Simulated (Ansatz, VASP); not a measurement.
# One calculation of SnO2, two programs

```xyz
12
Lattice="5.1753 0.0000 0.0000 0.0000 5.1753 0.0000 0.0000 0.0000 5.1753" Properties=species:S:1:pos:R:3 pbc="T T T"
Sn    0.0000    0.0000    0.0000
Sn    2.5876    0.0000    2.5876
Sn    2.5876    2.5876    0.0000
Sn    0.0000    2.5876    2.5876
O     3.4214    4.3415    0.8337
O     4.3415    0.8337    3.4214
O     0.8337    3.4214    4.3415
O     1.7539    1.7539    1.7539
O     3.4214    3.4214    3.4214
O     4.3415    1.7539    0.8337
O     0.8337    4.3415    1.7539
O     1.7539    0.8337    4.3415
```

Alike in both runs: functional LDA; k mesh 4 × 4 × 4; occupations fermi-dirac, width 0.05 eV; no spin polarisation.

|  | VASP | Ansatz |
| --- | --- | --- |
| version | VASP 6.6.1 | Ansatz 0.2.0 |
| potentials or method | VASP PAW LDA potentials, release 64 (Sn_d, O) | Ansatz PAW |
| plane-wave cutoff (eV) | 520 | 420 |
| valence electrons in the cell | 104 | 104 |
| task | single point | band structure |

|  | VASP | Ansatz | Ansatz less VASP |
| --- | --- | --- | --- |
| gap on the k mesh at the Fermi level (eV) | 0.50 | 0.47 | -0.027 |
| least direct gap on the mesh (eV) | 0.56 | 0.53 | -0.029 |
| pressure (GPa) | -11.7 | -12.5 | -0.81 |
| rms of the force components (eV/Å) | 0.018 | 0.019 | +0.0005 |

LDA's correlation is that of Perdew and Zunger in VASP and of Perdew and Wang (1992) in Ansatz. Atom by atom the forces differ by 0.000 eV/Å (rms over components).

Noted on Ansatz's run: Pulay correction over one GPa.
